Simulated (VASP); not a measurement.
# Be4Se3 (P-42m) in VASP: single point with PBE

Aim: the single point of Be4Se3 with PBE.

Program: VASP 6.6.1. These are calculated values, not measurements. Logs are shortened: lines on timing, memory, paths and dates and some standing lists are left out, and cuts for length are marked.

### 1 The cell of the first run

It takes space group P-42m (No. 111, tetragonal). Conventional cell: a = 4.766 Å, b = 4.766 Å, c = 6.279 Å, α = 90.00°, β = 90.00°, γ = 90.00°. Be (site symmetry m) has 3 Se at 2.12 to 2.35 Å within 2.8 Å. Within 2.8 Å of Se (site symmetry -42m) lie 4 Be at 2.12 Å. Se (site symmetry -42m) has 4 Be at 2.35 Å and 2 Se at 3.14 Å within 3.2 Å. Se (site symmetry -42m) has 4 Be at 2.27 Å within 3.0 Å.

The cell was built from a structure type or drawn by symmetry, and may not be a known phase.

### 2 Single point, PBE

INCAR

```
SYSTEM = Be4Se3
ALGO = Normal
EDIFF = 1E-6
ENCUT = 520
GGA = PE
ISIF = 2
ISMEAR = 0
LASPH = .True.
LCHARG = .False.
LREAL = .False.
LWAVE = .False.
NBANDS = 22
NELM = 80
PREC = Accurate
SIGMA = 0.2
```

KPOINTS

```
k-points
0
Gamma
  4 4 3
  0 0 0
```

POSCAR

```
Be4Se3
1.0
    4.7655283842      0.0000000000      0.0000000000
    0.0000000000      4.7655283842      0.0000000000
    0.0000000000      0.0000000000      6.2793669417
Be Se
4 3
Direct
    0.2346050607      0.2346050607      0.2238380956
    0.7653949393      0.7653949393      0.2238380956
    0.7653949393      0.2346050607      0.7761619044
    0.2346050607      0.7653949393      0.7761619044
    0.0000000000      0.0000000000      0.0000000000
    0.0000000000      0.0000000000      0.5000000000
    0.5000000000      0.5000000000      0.0000000000
```

Potentials or basis: VASP PAW PBE potentials, release 64 (Be, Se).

The run is started by

```
> cat potpaw_PBE.64/Be/POTCAR potpaw_PBE.64/Se/POTCAR > POTCAR
> mpirun -np 1 vasp_std > vasp.out
```

OUTCAR:

```text
SYSTEM = Be4Se3
   EDIFF = 1E-6
   ENCUT = 520
   GGA = PE
   ISIF = 2
   ISMEAR = 0
   LASPH = .True.
   LREAL = .False.
   NELM = 80
   PREC = Accurate

 ion  position               nearest neighbor table
   1  0.235  0.235  0.224-   5 2.12   7 2.27   6 2.35
   2  0.765  0.765  0.224-   5 2.12   7 2.27   6 2.35
   3  0.765  0.235  0.776-   5 2.12   7 2.27   6 2.35
   4  0.235  0.765  0.776-   5 2.12   7 2.27   6 2.35
   5  0.000  0.000  0.000-   1 2.12   2 2.12   3 2.12   4 2.12
   6  0.000  0.000  0.500-   1 2.35   2 2.35   3 2.35   4 2.35
   7  0.500  0.500  0.000-   1 2.27   2 2.27   3 2.27   4 2.27

  LATTYP: Found a simple tetragonal cell.
 ALAT       =     4.7655283842
 C/A-ratio  =     1.3176643670

  Lattice vectors:

 A1 = (   4.7655283842,   0.0000000000,   0.0000000000)
 A2 = (   0.0000000000,   4.7655283842,   0.0000000000)
 A3 = (   0.0000000000,   0.0000000000,   6.2793669417)

Analysis of symmetry for initial positions (statically):
=====================================================================
 Subroutine PRICEL returns:
 Original cell was already a primitive cell.

 Routine SETGRP: Setting up the symmetry group for a
 simple tetragonal supercell.

 Subroutine GETGRP returns: Found  8 space group operations
 (whereof  8 operations were pure point group operations)
 out of a pool of 16 trial point group operations.

The static configuration has the point symmetry D_2d.

Analysis of symmetry for dynamics (positions and initial velocities):
=====================================================================
 Subroutine PRICEL returns:
 Original cell was already a primitive cell.

 Routine SETGRP: Setting up the symmetry group for a
 simple tetragonal supercell.

 Subroutine GETGRP returns: Found  8 space group operations
 (whereof  8 operations were pure point group operations)
 out of a pool of 16 trial point group operations.

The dynamic configuration has the point symmetry D_2d.

 Subroutine INISYM returns: Found  8 space group operations
 (whereof  8 operations are pure point group operations),
 and found     1 'primitive' translations

----------------------------------------------------------------------------------------

                                     Primitive cell

[... 81 lines left out ...]
   ISPIN  =      1    spin polarized calculation?
   LNONCOLLINEAR =      F non collinear calculations
   LSORBIT =      F    spin-orbit coupling
   LASPH  =      T    aspherical Exc in radial PAW
   ENCUT  =  520.0 eV  38.22 Ry    6.18 a.u.   8.86  8.86 11.68*2*pi/ulx,y,z
   NELM   =     80;   NELMIN=  2; NELMDL= -5     # of ELM steps
   EDIFF  = 0.1E-05   stopping-criterion for ELM
   LREAL  =      F    real-space projection
[... 7 lines left out ...]
   TEBEG  =    0.0;   TEEND  =   0.0 temperature during run
   PSTRESS=    0.0 pullay stress
   NELECT =      26.0000    total number of electrons
   NUPDOWN=      -1.0000    fix difference up-down
   EMIN   =  10.00;   EMAX   =-10.00  energy-range for DOS
   EFERMI =   0.00;   METHOD = LEGACY
   ISMEAR =     0;   SIGMA  =   0.20  broadening in eV -4-tet -1-fermi 0-gaus
   EFERMI_NEDOS =   21; number of points for ismear=-14 and -15
   IALGO  =     38    algorithm
   IMIX   =      4    mixing-type and parameters
     AMIX     =   0.40;   BMIX     =  1.00
     AMIX_MAG =   1.60;   BMIX_MAG =  1.00
  volume/ion in A,a.u.               =      20.37       137.48
  Fermi-wavevector in a.u.,A,eV,Ry     =   0.928296  1.754226 11.724603  0.861734
  Thomas-Fermi vector in A             =   2.054458
   LORBIT       =      0    0 simple, 1 ext, 2 COOP (PROOUT), +10 PAW based schemes
   GGA     = PE    functional components
   LHFCALC =     F    Hartree Fock is set to
   AEXX    =    0.0000 exact exchange contribution
   IVDW    =     0    specifies the selected vdW correction
   LEPSILON=     F    determine dielectric tensor
   LRPA    =     F    only Hartree local field effects (RPA)
 non-spin polarized calculation
 Gauss-broadening in eV      SIGMA  =   0.20
  energy-cutoff  :      520.00
  volume of cell :      142.61
 maximum number of plane-waves:      3858
 NGX is ok and might be reduce to    36
   NGX = 17   NGY = 17   NGZ = 23

 number of electron      25.9999994 magnetization

 Free energy of the ion-electron system (eV)
  ---------------------------------------------------
  ext. energy  EPLUGINS =         0.00000000
  ---------------------------------------------------
  free energy    TOTEN  =       -23.84268991 eV

  energy without entropy =      -23.75509835  energy(sigma->0) =      -23.79889413

 E-fermi :   3.4732     XC(G=0):  -8.5107

 val. band max:        3.4240982681   @ k =   0.2500   0.0000   0.0000
 cond. band min:       3.4897189014   @ k =   0.2500   0.0000   0.3333
 fundamental gap:      0.0656206333
 Fermi energy:         3.4732118252

 k-point     1 :       0.0000    0.0000    0.0000
  band No.  band energies     occupation
      1     -11.9676      2.00000
      2     -10.6410      2.00000
      3      -9.7570      2.00000
      4      -4.2967      2.00000
      5      -2.5631      2.00000
      6      -2.5631      2.00000
[... 289 lines left out ...]
     21       8.2197      0.00000
     22       8.3216      0.00000

------------------------ aborting loop because EDIFF is reached ----------------------------------------

  FORCE on cell =-STRESS in cart. coord.  units (eV):
  Direction    XX          YY          ZZ          XY          YZ          ZX
  --------------------------------------------------------------------------------------
  -------------------------------------------------------------------------------------
  Total        0.0833063      0.0833063      0.2457581      0.0000000     -0.0000000      0.0000000
  in kB        0.9359454      0.9359454      2.7610896      0.0000000     -0.0000000      0.0000000
  external PRESSURE =       1.5443268 kB  Pullay stress =       0.0000000 kB

 VOLUME and BASIS-vectors are now :
 -----------------------------------------------------------------------------
  energy-cutoff  :      520.00
  volume of cell :      142.61
      direct lattice vectors                 reciprocal lattice vectors
     4.765528384  0.000000000  0.000000000     0.209840320  0.000000000  0.000000000
     0.000000000  4.765528384  0.000000000     0.000000000  0.209840320  0.000000000
     0.000000000  0.000000000  6.279366942     0.000000000  0.000000000  0.159251722

 POSITION                                       TOTAL-FORCE (eV/Angst)
 -----------------------------------------------------------------------------------
      1.11802      1.11802      1.40556        -0.003443     -0.003443      0.029625
      3.64751      3.64751      1.40556         0.003443      0.003443      0.029625
      3.64751      1.11802      4.87381         0.003443     -0.003443     -0.029625
      1.11802      3.64751      4.87381        -0.003443      0.003443     -0.029625
      0.00000      0.00000      0.00000        -0.000000     -0.000000     -0.000000
      0.00000      0.00000      3.13968         0.000000     -0.000000     -0.000000
      2.38276      2.38276      0.00000        -0.000000      0.000000     -0.000000
 -----------------------------------------------------------------------------------
    total drift:                               -0.000000     -0.000000     -0.000000

  FREE ENERGIE OF THE ION-ELECTRON SYSTEM (eV)
  ---------------------------------------------------
  free  energy   TOTEN  =       -23.8426899129 eV

  energy  without entropy=      -23.7550983466  energy(sigma->0) =      -23.79889413
```

Wall time 62 s (1 thread of Intel Xeon 8259CL, shared host); peak memory 0.23 GiB.

What came out:

- Free energy: -23.8427 eV
- Pressure: 0.2 GPa
- Largest force: 0.030 eV/Å
- Band gap on the k mesh: zero (bands 13 and 14 overlap by 1.53 eV)

Forces on the atoms (eV/Å):
```
Be  -0.003 -0.003  0.030
Be   0.003  0.003  0.030
Be   0.003 -0.003 -0.030
Be  -0.003  0.003 -0.030
Se   0.000  0.000  0.000
Se   0.000  0.000  0.000
Se   0.000  0.000  0.000
```
